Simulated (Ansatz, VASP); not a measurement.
Re: VASP beside Ansatz

```xyz
1
Lattice="0.0000 1.9750 1.9750 1.9750 0.0000 1.9750 1.9750 1.9750 0.0000" Properties=species:S:1:pos:R:3 pbc="T T T"
Re    0.0000    0.0000    0.0000
```

Alike in both runs: task relaxation of cell and atoms; functional RPBE; k mesh 12 × 12 × 12; occupations fermi-dirac, width 0.05 eV; no spin polarisation.

```csv
,VASP,Ansatz
version,VASP 6.6.1,Ansatz 0.2.0
potentials or method,"VASP PAW PBE potentials, release 64 (Re)",Ansatz PAW
plane-wave cutoff (eV),600,420
valence electrons in the cell,7,15
```

Ansatz gave:

- gap on the k mesh at the Fermi level, each at its own relaxed structure (eV): none
- relaxed volume (Å³/atom): 15.16
- relaxed cell length with the largest relative difference (Å): 2.778

Q: What did VASP give for the same quantities?

A: gap on the k mesh at the Fermi level, each at its own relaxed structure (eV): none; relaxed volume (Å³/atom): 15.14; relaxed cell length with the largest relative difference (Å): 2.777.

VASP's potentials were made for PBE, not for RPBE. A gap of «none» marks a metal or a gap that the smearing closes. VASP's potentials hold 7 valence electrons a cell and Ansatz's 15, so a difference there can come from the potentials and not from the codes.

Spin-orbit coupling is off throughout. Noted on Ansatz's run: the plane-wave basis is chosen anew once the cell has moved, so the energies of steps on either side of that aren't comparable.
